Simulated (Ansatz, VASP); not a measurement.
# One calculation of Al, two programs

The input INCAR:

```
  PREC = Accurate
  ENCUT = 500
  EDIFF = 1E-7
  ISMEAR = 0
  SIGMA = 0.1
  LREAL = F
  LASPH = T
  NELM = 120
  ALGO = Normal
  ISIF = 3
  LWAVE = F
  LCHARG = F
  GGA = PS
  IBRION = 2
  NSW = 90
  EDIFFG = -0.04
  GGA_COMPAT = F
  NELMIN = 4
```

The input KPOINTS:

```
Automatic mesh
0
Gamma
  9 9 9
```

The input POSCAR:

```
Al
1.0
    1.4362865484      0.8292404254      6.8875680389
   -1.4362865484      0.8292404254      6.8875680389
    0.0000000000     -1.6584808507      6.8875680389
Al
3
Direct
    0.0000000000      0.0000000000      0.0000000000
    0.2226352293      0.2226352293      0.2226352293
    0.7773647707      0.7773647707      0.7773647707
```

Input for Ansatz:

```yaml
crystal:
  lattice:
    - [1.4362865484, 0.8292404254, 6.8875680389]
    - [-1.4362865484, 0.8292404254, 6.8875680389]
    - [0.0, -1.6584808507, 6.8875680389]
  atoms:
    - { symbol: Al, position: [0.0, 0.0, 0.0] }
    - { symbol: Al, position: [0.2226352293, 0.2226352293, 0.2226352293] }
    - { symbol: Al, position: [0.7773647707, 0.7773647707, 0.7773647707] }
basis:
  ecutwfc: 420
kpoints:
  mp_grid: { grid: [9, 9, 9] }
hamiltonian:
  xc: pbesol
scf:
  occupations: { method: gaussian, width: 0.1 }
  lower_state_search: "off"
output:
  forces: true
  stress: true
  eigenvalues: true
relax:
  adjacent_minimum: "off"
  f_tol: 0.04
  max_steps: 70
  cell: { stress_tol: 0.4 }
```

Alike in both runs: task relaxation of cell and atoms; functional PBEsol; k mesh 9 × 9 × 9; occupations gaussian, width 0.1 eV; no spin polarisation.

|  | VASP | Ansatz |
| --- | --- | --- |
| version | VASP 6.6.1 | Ansatz 0.2.0 |
| potentials or method | VASP PAW PBE potentials, release 64 (Al), cutoff 500 eV | scalar-relativistic, plane waves, PAW |
| valence electrons in the cell | 9 | 9 |

Ansatz gave:

| Item | Value |
| --- | --- |
| gap on the k mesh at the Fermi level, each at its own relaxed structure (eV) | none |
| relaxed volume (Å³/atom) | 16.23 |
| relaxed cell length with the largest relative difference (Å) | 7.099 |

Problem. Estimate VASP's values.

Solution. gap on the k mesh at the Fermi level, each at its own relaxed structure (eV): none; relaxed volume (Å³/atom): 16.27; relaxed cell length with the largest relative difference (Å): 7.087.

VASP's potentials were made for PBE, not for PBEsol. A gap of «none» marks a metal or a gap that the smearing closes.
